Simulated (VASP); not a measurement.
SiC:

```
Si C
1.0
     3.07600    0.00000    0.00000
    -1.53800    2.66389    0.00000
     0.00000    0.00000    5.04800
Si C
2 2
Cartesian
  1.5380 0.8880 2.5240
  0.0000 1.7759 0.0000
  1.5380 0.8880 4.4675
  0.0000 1.7759 1.9435
```

Program: VASP 6.6.1. Alike in all runs: task single point; potentials or basis VASP PAW PBE potentials, release 64 (Si, C); no spin polarisation; cell as given; cutoff (eV) 520; smearing fermi-dirac 0.05 eV.

**Question.** Order these runs on this cell by their band gap on the k mesh, lowest first.
A. level HSE06; k mesh 6 × 6 × 3; share of exact exchange 0.25; screening parameter 0.2079 1/Å
B. level PBE-based screened hybrid with 20 % exact exchange; k mesh 5 × 5 × 3; share of exact exchange 0.2; screening parameter 0.2 1/Å
C. level PBE-based screened hybrid with 5 % exact exchange; k mesh 5 × 5 × 3; share of exact exchange 0.05; screening parameter 0.2 1/Å
D. level PBE-based screened hybrid with 15 % exact exchange; k mesh 5 × 5 × 3; share of exact exchange 0.15; screening parameter 0.2 1/Å

**Answer.** C (2.99 eV), A (3.19 eV), D (3.38 eV), B (3.58 eV).

Caveats: some runs use coarse meshes.

A k mesh can miss the band edges, odd and even meshes differently.
